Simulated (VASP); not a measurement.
# MgO in VASP: further runs

MgO is run at these levels: r2SCAN, HSE06; tasks: single point.

Everything below comes from runs of VASP 6.6.1. Logs are shortened: lines on timing, memory, paths and dates and some standing lists are left out, and cuts for length are marked.

### Step 1. The cell of the first run

It takes space group R-3m (No. 166, trigonal). Conventional cell: a = 2.825 Å, b = 2.825 Å, c = 7.405 Å, α = 90.00°, β = 90.00°, γ = 120.00°. Mg (site symmetry -3m) has 6 O at 2.05 Å within 2.7 Å. O (site symmetry -3m) has 6 Mg at 2.05 Å within 2.7 Å.

### Step 2. Single point, r2SCAN (epitaxial 111 strain -5.0%)

Contents of POSCAR:

```
MgO
1.0
    0.0935610083      2.0908302711      2.0908302711
    2.0908302711      0.0935610083      2.0908302711
    2.0908302711      2.0908302711      0.0935610083
Mg O
1 1
Direct
    0.0000000000      0.0000000000      0.0000000000
    0.5000000000      0.5000000000      0.5000000000
```

Contents of INCAR.step1:

```
ALGO     = Normal         # electronic algorithm
EDIFF    = 1E-4           # SCF threshold, eV
ENCUT    = 520            # plane-wave cutoff, eV
GGA      = PE             # functional
ISMEAR   = 0              # smearing method
LASPH    = True           # aspherical terms in the spheres
LCHARG   = False          # write CHGCAR
LREAL    = False          # projectors in reciprocal space
LWAVE    = True           # write WAVECAR
NBANDS   = 11             # bands
NELM     = 80             # most SCF steps
PREC     = Accurate       # precision mode
SIGMA    = 0.01           # smearing width, eV
```

Contents of INCAR.step2:

```
ALGO     = Normal         # electronic algorithm
EDIFF    = 1E-6           # SCF threshold, eV
ENCUT    = 520            # plane-wave cutoff, eV
ISIF     = 2              # what is computed and relaxed
ISMEAR   = 0              # smearing method
ISTART   = 1            
LASPH    = True           # aspherical terms in the spheres
LCHARG   = False          # write CHGCAR
LMIXTAU  = True         
LREAL    = False          # projectors in reciprocal space
LWAVE    = False          # write WAVECAR
METAGGA  = R2SCAN         # meta-GGA
NBANDS   = 11             # bands
NELM     = 80             # most SCF steps
PREC     = Accurate       # precision mode
SIGMA    = 0.01           # smearing width, eV
```

Contents of KPOINTS:

```
k-points
0
Gamma
  10 10 10
```

Potentials or basis: VASP PAW PBE potentials, release 64 (Mg, O).

Started as:

```
$ cat potpaw_PBE.64/Mg/POTCAR potpaw_PBE.64/O/POTCAR > POTCAR
$ cp INCAR.step1 INCAR
$ mpirun -np 1 vasp_std > vasp.out
$ cp INCAR.step2 INCAR
$ mpirun -np 1 vasp_std > vasp.out
```

OUTCAR:

```text
EDIFF = 1E-6
   ENCUT = 520
   ISIF = 2
   ISMEAR = 0
   ISTART = 1
   LASPH = True
   LREAL = False
   METAGGA = R2SCAN
   NELM = 80
   PREC = Accurate

 ion  position               nearest neighbor table
   1  0.000  0.000  0.000-   2 2.05   2 2.05   2 2.05   2 2.05   2 2.05   2 2.05
   2  0.500  0.500  0.500-   1 2.05   1 2.05   1 2.05   1 2.05   1 2.05   1 2.05

  LATTYP: Found a trigonal (rhomboedric) cell.
 ALAT       =     2.9583603748
 COS(alpha) =     0.5442033978

  Lattice vectors:

 A1 = (   0.0935610083,   2.0908302711,   2.0908302711)
 A2 = (   2.0908302711,   0.0935610083,   2.0908302711)
 A3 = (   2.0908302711,   2.0908302711,   0.0935610083)

Analysis of symmetry for initial positions (statically):
=====================================================================
 Subroutine PRICEL returns:
 Original cell was already a primitive cell.

 Routine SETGRP: Setting up the symmetry group for a
 trigonal (rhombohedral) supercell.

 Subroutine GETGRP returns: Found 12 space group operations
 (whereof 12 operations were pure point group operations)
 out of a pool of 12 trial point group operations.

The static configuration has the point symmetry D_3d.

Analysis of symmetry for dynamics (positions and initial velocities):
=====================================================================
 Subroutine PRICEL returns:
 Original cell was already a primitive cell.

 Routine SETGRP: Setting up the symmetry group for a
 trigonal (rhombohedral) supercell.

 Subroutine GETGRP returns: Found 12 space group operations
 (whereof 12 operations were pure point group operations)
 out of a pool of 12 trial point group operations.

The dynamic configuration has the point symmetry D_3d.

 Subroutine INISYM returns: Found 12 space group operations
 (whereof 12 operations are pure point group operations),
 and found     1 'primitive' translations

----------------------------------------------------------------------------------------

                                     Primitive cell

  volume of cell :      17.0542

  direct lattice vectors                    reciprocal lattice vectors
     0.093561008  2.090830271  2.090830271    -0.255820410  0.244863208  0.244863208
     2.090830271  0.093561008  2.090830271     0.244863208 -0.255820410  0.244863208
     2.090830271  2.090830271  0.093561008     0.244863208  0.244863208 -0.255820410

  length of vectors
     2.958360375  2.958360375  2.958360375     0.430534625  0.430534625  0.430534625

  position of ions in fractional coordinates (direct lattice)
     0.000000000  0.000000000  0.000000000
     0.500000000  0.500000000  0.500000000

  ion indices of the primitive-cell ions
   primitive index   ion index
                 1           1
                 2           2

----------------------------------------------------------------------------------------

 KPOINTS: k-points

Automatic generation of k-mesh.
 Grid dimensions read from file:
 generate k-points for:   10   10   10

 Generating k-lattice:

  Cartesian coordinates                     Fractional coordinates (reciprocal lattice)
    -0.025582041  0.024486321  0.024486321     0.100000000 -0.000000000 -0.000000000
     0.024486321 -0.025582041  0.024486321    -0.000000000  0.100000000 -0.000000000
     0.024486321  0.024486321 -0.025582041    -0.000000000 -0.000000000  0.100000000

  Length of vectors
     0.043053462  0.043053462  0.043053462

  Shift w.r.t. Gamma in fractional coordinates (k-lattice)
     0.000000000  0.000000000  0.000000000

 Subroutine IBZKPT returns following result:
 ===========================================

 Found    116 irreducible k-points:

 Following reciprocal coordinates:
            Coordinates               Weight
  0.000000  0.000000  0.000000      1.000000
  0.100000  0.000000  0.000000      6.000000
  0.200000  0.000000  0.000000      6.000000
  0.300000  0.000000  0.000000      6.000000
  0.400000  0.000000  0.000000      6.000000
  0.500000  0.000000  0.000000      3.000000
[... 16 lines left out ...]
  0.300000  0.300000  0.000000      6.000000
  0.400000  0.300000  0.000000     12.000000
 [... further k-points ...]
   k-points           NKPTS =    116   k-points in BZ     NKDIM =    116   number of bands    NBANDS=     11
   number of dos      NEDOS =    301   number of ions     NIONS =      2
   total plane-waves  NPLWV =  13824
   dimension x,y,z NGX =    24 NGY =   24 NGZ =   24
   dimension x,y,z NGXF=    48 NGYF=   48 NGZF=   48
   ions per type =               1   1
   NGX,Y,Z   is equivalent  to a cutoff of  13.49, 13.49, 13.49 a.u.
   NGXF,Y,Z  is equivalent  to a cutoff of  26.97, 26.97, 26.97 a.u.
 SYSTEM =  unknown system
   PREC   = accura    normal or accurate (medium, high low for compatibility)
   ISTART =      1    job   : 0-new  1-cont  2-samecut
   ICHARG =      0    charge: 1-file 2-atom 10-const
   ISPIN  =      1    spin polarized calculation?
   LNONCOLLINEAR =      F non collinear calculations
   LSORBIT =      F    spin-orbit coupling
   LASPH  =      T    aspherical Exc in radial PAW
   ENCUT  =  520.0 eV  38.22 Ry    6.18 a.u.   5.50  5.50  5.50*2*pi/ulx,y,z
   NELM   =     80;   NELMIN=  2; NELMDL=  0     # of ELM steps
   EDIFF  = 0.1E-05   stopping-criterion for ELM
   LREAL  =      F    real-space projection
   EDIFFG = 0.1E-04   stopping-criterion for IOM
   NSW    =      0    number of steps for IOM
   IBRION =     -1    ionic relax: 0-MD 1-quasi-New 2-CG
   NFREE  =      0    steps in history (QN), initial steepest desc. (CG)
   ISIF   =      2    stress and relaxation
   ISYM   =      2    0-nonsym 1-usesym 2-fastsym
   POTIM  = 0.5000    time-step for ionic-motion
   TEBEG  =    0.0;   TEEND  =   0.0 temperature during run
   PSTRESS=    0.0 pullay stress
   NELECT =       8.0000    total number of electrons
   NUPDOWN=      -1.0000    fix difference up-down
   EMIN   =  10.00;   EMAX   =-10.00  energy-range for DOS
   EFERMI =   0.00;   METHOD = LEGACY
   ISMEAR =     0;   SIGMA  =   0.01  broadening in eV -4-tet -1-fermi 0-gaus
   EFERMI_NEDOS =   21; number of points for ismear=-14 and -15
   IALGO  =     38    algorithm
   IMIX   =      4    mixing-type and parameters
     AMIX     =   0.40;   BMIX     =  1.00
     AMIX_MAG =   1.60;   BMIX_MAG =  1.00
  volume/ion in A,a.u.               =       8.53        57.54
  Fermi-wavevector in a.u.,A,eV,Ry     =   1.272021  2.403771 22.014728  1.618037
  Thomas-Fermi vector in A             =   2.404922
   LORBIT       =      0    0 simple, 1 ext, 2 COOP (PROOUT), +10 PAW based schemes
   METAGGA = R2SCAN    functional components
   LHFCALC =     F    Hartree Fock is set to
   AEXX    =    0.0000 exact exchange contribution
   IVDW    =     0    specifies the selected vdW correction
   LEPSILON=     F    determine dielectric tensor
   LRPA    =     F    only Hartree local field effects (RPA)
 non-spin polarized calculation
 Gauss-broadening in eV      SIGMA  =   0.01
  energy-cutoff  :      520.00
  volume of cell :       17.05
 maximum number of plane-waves:       470
 NGX is ok and might be reduce to    24
   NGX = 11   NGY = 11   NGZ = 11

 number of electron       7.9999999 magnetization

 Free energy of the ion-electron system (eV)
  ---------------------------------------------------
  ext. energy  EPLUGINS =         0.00000000
  ---------------------------------------------------
  free energy    TOTEN  =       -16.03391283 eV

  energy without entropy =      -16.03391283  energy(sigma->0) =      -16.03391283

 E-fermi :   3.8455     XC(G=0): -12.0745

 val. band max:        3.7113645867   @ k =   0.0000   0.0000   0.0000
 cond. band min:       9.9764547028   @ k =   0.0000   0.0000   0.0000
 fundamental gap:      6.2650901160
 Fermi energy:         3.8455202898

 k-point     1 :       0.0000    0.0000    0.0000
  band No.  band energies     occupation
      1     -15.1930      2.00000
      2       3.1023      2.00000
      3       3.7114      2.00000
      4       3.7114      2.00000
      5       9.9765      0.00000
      6      19.6288      0.00000
      7      21.5839      0.00000
      8      21.5839      0.00000
      9      25.1733      0.00000
     10      27.2203      0.00000
     11      27.2203      0.00000

 k-point     2 :       0.1000    0.0000    0.0000
  band No.  band energies     occupation
      1     -15.0660      2.00000
      2       2.8707      2.00000
      3       3.2013      2.00000
      4       3.6200      2.00000
      5      10.5798      0.00000
      6      19.5838      0.00000
      7      20.4665      0.00000
      8      21.8413      0.00000
      9      26.2366      0.00000
     10      26.7522      0.00000
     11      27.2603      0.00000

 k-point     3 :       0.2000    0.0000    0.0000
  band No.  band energies     occupation
      1     -14.7148      2.00000
      2       1.5526      2.00000
      3       2.8938      2.00000
      4       3.3892      2.00000
      5      11.7424      0.00000
      6      18.2929      0.00000
      7      20.9087      0.00000
      8      22.3147      0.00000
      9      25.3173      0.00000
     10      26.4141      0.00000
     11      28.6452      0.00000

 k-point     4 :       0.3000    0.0000    0.0000
  band No.  band energies     occupation
      1     -14.2371      2.00000
      2       0.0715      2.00000
      3       2.6552      2.00000
      4       3.1193      2.00000
      5      12.5335      0.00000
      6      17.8378      0.00000
      7      21.3675      0.00000
      8      22.3845      0.00000
      9      25.4978      0.00000
     10      27.2769      0.00000
     11      28.1181      0.00000

 k-point     5 :       0.4000    0.0000    0.0000
  band No.  band energies     occupation
      1     -13.8047      2.00000
      2      -1.0400      2.00000
      3       2.4770      2.00000
      4       2.9118      2.00000
      5      12.6988      0.00000
      6      18.2724      0.00000
      7      21.2834      0.00000
      8      22.1724      0.00000
      9      26.7484      0.00000
     10      27.5711      0.00000
     11      28.9222      0.00000
[... 211 lines left out ...]
 k-point    21 :      -0.3000    0.2000   -0.0000
  band No.  band energies     occupation
      1     -13.7075      2.00000
      2      -0.4436      2.00000
      3       1.5535      2.00000
      4       2.5237      2.00000
      5      14.3288      0.00000
      6      17.1086      0.00000
      7      19.9344      0.00000
      8      22.6735      0.00000
      9      25.3034      0.00000
     10      28.0107      0.00000
     11      31.5491      0.00000

 k-point    22 :      -0.2000    0.2000    0.0000
  band No.  band energies     occupation
      1     -14.0841      2.00000
      2       0.2153      2.00000
      3       2.0763      2.00000
      4       2.7872      2.00000
      5      13.6530      0.00000
      6      16.8846      0.00000
      7      20.7782      0.00000
      8      23.1957      0.00000
      9      23.3325      0.00000
     10      27.9822      0.00000
     11      31.2334      0.00000

 k-point    23 :       0.3000    0.3000    0.0000
  band No.  band energies     occupation
      1     -14.0485      2.00000
      2       0.0988      2.00000
      3       2.1862      2.00000
      4       2.7300      2.00000
      5      14.1269      0.00000
      6      15.2530      0.00000
      7      20.1437      0.00000
      8      23.4380      0.00000
      9      24.3729      0.00000
     10      30.0870      0.00000
     11      33.9027      0.00000

 k-point    24 :       0.4000    0.3000    0.0000
  band No.  band energies     occupation
      1     -13.7552      2.00000
      2      -0.3687      2.00000
      3       2.0054      2.00000
      4       2.2946      2.00000
      5      14.2527      0.00000
      6      15.7105      0.00000
      7      19.2709      0.00000
      8      23.8240      0.00000
      9      24.9381      0.00000
     10      30.8590      0.00000
     11      33.5235      0.00000

 [... further k-points ...]
[... 5 lines left out ...]
  --------------------------------------------------------------------------------------
  -------------------------------------------------------------------------------------
  Total        1.6952771      1.6952771      1.6952771     -0.9175180     -0.9175180     -0.9175180
  in kB      159.2646545    159.2646545    159.2646545    -86.1972330    -86.1972330    -86.1972330
  external PRESSURE =     159.2646545 kB  Pullay stress =       0.0000000 kB

 VOLUME and BASIS-vectors are now :
 -----------------------------------------------------------------------------
  energy-cutoff  :      520.00
  volume of cell :       17.05
      direct lattice vectors                 reciprocal lattice vectors
     0.093561008  2.090830271  2.090830271    -0.255820410  0.244863208  0.244863208
     2.090830271  0.093561008  2.090830271     0.244863208 -0.255820410  0.244863208
     2.090830271  2.090830271  0.093561008     0.244863208  0.244863208 -0.255820410

 POSITION                                       TOTAL-FORCE (eV/Angst)
 -----------------------------------------------------------------------------------
      0.00000      0.00000      0.00000         0.000000     -0.000000      0.000000
      2.13761      2.13761      2.13761        -0.000000      0.000000     -0.000000
 -----------------------------------------------------------------------------------
    total drift:                               -0.000000     -0.000000      0.000000

  FREE ENERGIE OF THE ION-ELECTRON SYSTEM (eV)
  ---------------------------------------------------
  free  energy   TOTEN  =       -16.0339128289 eV

  energy  without entropy=      -16.0339128289  energy(sigma->0) =      -16.03391283
```

Run time: 1.7 min. Hardware: 1 thread of AMD EPYC 7R43 (Zen 3), shared host; peak memory 0.13 GiB.

What came out:

```
Free energy            : -16.0339 eV
Pressure               : 15.9 GPa
Band gap on the k mesh : 6.27 eV, direct
```

Stress tensor (GPa, compression positive):
```
15.93 -8.62 -8.62
-8.62 15.93 -8.62
-8.62 -8.62 15.93
```

Caveat: the cell differs from its parent crystal (epitaxial 111 strain -5.0%); the PAW data sets were made with another functional, which shifts forces and pressure a little.

### Step 3. Single point, HSE06 (strain -5.4%)

Contents of POSCAR:

```
MgO
1.0
    0.0000000000      1.9894912433      1.9894912433
    1.9894912433      0.0000000000      1.9894912433
    1.9894912433      1.9894912433      0.0000000000
Mg O
1 1
Direct
    0.0000000000      0.0000000000      0.0000000000
    0.5000000000      0.5000000000      0.5000000000
```

Contents of INCAR.step1:

```
SYSTEM = MgO
  ALGO = Normal
  EDIFF = 1E-5
  ENCUT = 520
  GGA = PE
  ISIF = 2
  ISMEAR = 0
  LASPH = .True.
  LCHARG = .False.
  LREAL = .False.
  LWAVE = .True.
  NBANDS = 11
  NELM = 60
  PREC = Accurate
  SIGMA = 0.01
```

Contents of INCAR.step2:

```
SYSTEM = MgO
  ALGO = Normal
  EDIFF = 1E-6
  ENCUT = 520
  GGA = PE
  HFSCREEN = 0.2079
  ISIF = 2
  ISMEAR = 0
  ISTART = 1
  LASPH = .True.
  LCHARG = .False.
  LHFCALC = .True.
  LREAL = .False.
  LWAVE = .False.
  NBANDS = 11
  NELM = 60
  PREC = Accurate
  PRECFOCK = Normal
  SIGMA = 0.01
```

Contents of KPOINTS:

```
k-points
0
Gamma
  8 8 8
  0 0 0
```

Potentials or basis: VASP PAW PBE potentials, release 64 (Mg, O).

Started as:

```
$ cat potpaw_PBE.64/Mg/POTCAR potpaw_PBE.64/O/POTCAR > POTCAR
$ cp INCAR.step1 INCAR
$ mpirun -np 1 vasp_std > vasp.out
$ cp INCAR.step2 INCAR
$ mpirun -np 1 vasp_std > vasp.out
```

Wall time 23 min (1 thread of AMD EPYC 7R43 (Zen 3), shared host); peak memory 0.23 GiB.

It converged, with:

```yaml
Free_energy: -13.9190 eV
Pressure: 38.4 GPa
Band_gap_on_the_k_mesh: 8.45 eV, direct
```

Levels at points of the mesh, in eV from the valence-band top:
```tsv
k point	band 2	band 3	band 4	band 5	band 6	band 7
(0.00, 0.00, 0.00)	0.00	0.00	0.00	8.45	18.81	18.81
(0.50, 0.00, 0.00)	-5.79	-0.94	-0.94	10.92	17.03	20.27
(0.50, 0.50, 0.00)	-5.17	-1.74	-1.74	11.08	13.97	17.45
```

Caveat: the cell differs from its parent crystal (strain -5.4%); the PAW data sets were made with another functional, which shifts forces and pressure a little.
